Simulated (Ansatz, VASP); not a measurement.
Ti in VASP and in Ansatz

```xyz
1
Lattice="-1.5590 1.5590 1.6000 1.5590 -1.5590 1.6000 1.5590 1.5590 -1.6000" Properties=species:S:1:pos:R:3 pbc="T T T"
Ti    0.0000    0.0000    0.0000
```

Change from the starting cell: strain -0.050 along x and y, -0.025 along z, atoms carried along.

Alike in both runs: task single point; functional r2SCAN; k mesh 20 × 20 × 20; occupations gaussian, width 0.15 eV; no spin polarisation.

```csv
,VASP,Ansatz
version,VASP 6.6.1,Ansatz 0.2.0
potentials or method,"VASP PAW PBE potentials, release 64 (Ti_sv), cutoff 520 eV","scalar-relativistic, plane waves, PAW"
valence electrons in the cell,12,12
```

VASP gave:

```
gap on the k mesh at the Fermi level (eV)                     : none
pressure (GPa)                                                : 13.7
traceless stress, the component that is largest in VASP (GPa) : 0.50
```

Q: What did Ansatz give for the same quantities?

A: gap on the k mesh at the Fermi level (eV): none; pressure (GPa): 13.2; traceless stress, the component that is largest in VASP (GPa): 0.49.

VASP's potentials were made for PBE, not for r2SCAN. A gap of «none» marks a metal or a gap that the smearing closes.
